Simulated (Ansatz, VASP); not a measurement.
**One calculation of B2As, two programs**

INCAR

```
SYSTEM = B2As
  PREC = Accurate
  ENCUT = 600
  EDIFF = 1E-6
  ISMEAR = 0
  SIGMA = 0.1
  LREAL = .False.
  LASPH = .True.
  NELM = 60
  ALGO = Normal
  ISIF = 3
  LWAVE = .False.
  LCHARG = .False.
  GGA = PE
  IBRION = 2
  NSW = 90
  EDIFFG = -0.04
```

Contents of KPOINTS:

```
regular mesh
0
Gamma
  4 4 4
  0 0 0
```

Contents of POSCAR:

```
B2As
1.0
    0.0000000000      3.2409810165      3.2409810165
    3.2409810165      0.0000000000      3.2409810165
    3.2409810165      3.2409810165      0.0000000000
B As
4 2
Direct
    0.6250000000      0.6250000000      0.6250000000
    0.1250000000      0.6250000000      0.6250000000
    0.6250000000      0.6250000000      0.1250000000
    0.6250000000      0.1250000000      0.6250000000
    0.0000000000      0.0000000000      0.0000000000
    0.2500000000      0.2500000000      0.2500000000
```

Input for Ansatz:

```yaml
crystal:
  lattice:
    - [0.0, 3.2409810165, 3.2409810165]
    - [3.2409810165, 0.0, 3.2409810165]
    - [3.2409810165, 3.2409810165, 0.0]
  atoms:
    - { symbol: B, position: [0.625, 0.625, 0.625] }
    - { symbol: B, position: [0.125, 0.625, 0.625] }
    - { symbol: B, position: [0.625, 0.625, 0.125] }
    - { symbol: B, position: [0.625, 0.125, 0.625] }
    - { symbol: As, position: [0.0, 0.0, 0.0] }
    - { symbol: As, position: [0.25, 0.25, 0.25] }
basis:
  ecutwfc: 420
kpoints:
  mp_grid: { grid: [4, 4, 4] }
hamiltonian:
  xc: pbe
scf:
  occupations: { method: gaussian, width: 0.1 }
  lower_state_search: "off"
output:
  forces: true
  stress: true
  eigenvalues: true
relax:
  adjacent_minimum: "off"
  f_tol: 0.04
  max_steps: 70
  cell: { stress_tol: 0.4 }
```

Alike in both runs: task relaxation of cell and atoms; functional PBE; k mesh 4 × 4 × 4; occupations gaussian, width 0.1 eV; no spin polarisation.

|  | VASP | Ansatz |
| --- | --- | --- |
| version | VASP 6.6.1 | Ansatz 0.2.0 |
| potentials or method | VASP PAW PBE potentials, release 64 (B, As), cutoff 600 eV | scalar-relativistic, plane waves, PAW |
| valence electrons in the cell | 22 | 42 |

|  | VASP | Ansatz | Ansatz less VASP |
| --- | --- | --- | --- |
| gap on the k mesh at the Fermi level, each at its own relaxed structure (eV) | none | none | - |
| relaxed volume (Å³/atom) | 10.37 | 10.36 | -0.008 |
| relaxed cell length with the largest relative difference (Å) | 4.448 | 4.447 | -0.0012 |

A gap of «none» marks a metal or a gap that the smearing closes. VASP's potentials hold 22 valence electrons a cell and Ansatz's 42, so a difference there can come from the potentials and not from the codes.

The k mesh is coarse, so the values compare programs but aren't converged. Noted on VASP's run: too few bands were computed for a metal, which touches its energy and stress.
